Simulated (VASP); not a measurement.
## SiNi2: single point with r2SCAN

The system is SiNi2.

```
CELL_PARAMETERS angstrom
3.92759 0.00000 0.00000
-1.96379 3.40139 0.00000
0.00000 0.00000 4.63120
ATOMIC_POSITIONS crystal
Si 0.33333 0.66667 0.75000
Si 0.66667 0.33333 0.25000
Ni 0.00000 0.00000 0.00000
Ni 0.00000 0.00000 0.50000
Ni 0.33333 0.66667 0.25000
Ni 0.66667 0.33333 0.75000
```

This cell differs from its parent crystal: uniaxial strain along c: -6.0 %.

```yaml
Program: VASP 6.6.1
Task: single point
Functional: r2SCAN
Potentials_or_basis: VASP PAW PBE potentials, release 64 (Si, Ni)
Cutoff: 520 eV
k_mesh: 12 × 12 × 8
Occupations: gaussian, width 0.1 eV
Spin: no spin polarisation
Dipole_correction: no
Further_INCAR_settings: ALGO = Normal; EDIFF = 1e-07; NBANDS = 33
```

| Item | Value |
| --- | --- |
| Pressure | 7.9 GPa |
| Band gap on the k mesh | zero (bands 24 and 25 overlap by 3.23 eV) |

Stress tensor (GPa, compression positive):
```
-1.07  0.00  0.00
 0.00 -1.07  0.00
 0.00  0.00 25.88
```

Levels at points of the mesh, in eV from the Fermi level:
| k point | band 20 | band 21 | band 22 | band 23 | band 24 | band 25 | band 26 | band 27 | band 28 | band 29 |
| --- | --- | --- | --- | --- | --- | --- | --- | --- | --- | --- |
| (0.00, 0.00, 0.00) | -1.27 | -0.72 | -0.72 | 0.42 | 2.42 | 2.42 | 2.64 | 2.64 | 2.72 | 3.39 |
| (0.50, 0.00, 0.00) | -1.48 | -1.34 | -1.17 | -1.16 | -0.73 | -0.49 | 1.66 | 1.89 | 2.91 | 4.21 |
| (0.00, 0.00, 0.50) | -1.39 | -1.39 | -1.39 | 2.43 | 2.43 | 3.27 | 3.27 | 3.27 | 3.27 | 4.34 |
| (0.50, 0.00, 0.50) | -1.82 | -1.41 | -1.41 | -0.93 | -0.93 | 0.98 | 0.98 | 2.90 | 2.90 | 7.15 |

Wall time 8.3 min on 1 thread of Intel(R) Xeon(R) 6975P-C (Granite Rapids), with other jobs on the host, peak memory 0.28 GiB.

Caveat: the cell differs from its parent crystal (uniaxial strain along c: -6.0 %); the cell stands under pressure; the PAW data sets were made with another functional, which shifts forces and pressure a little. Spin polarisation is off, so any magnetic state and its effect on volume and gap are missing.
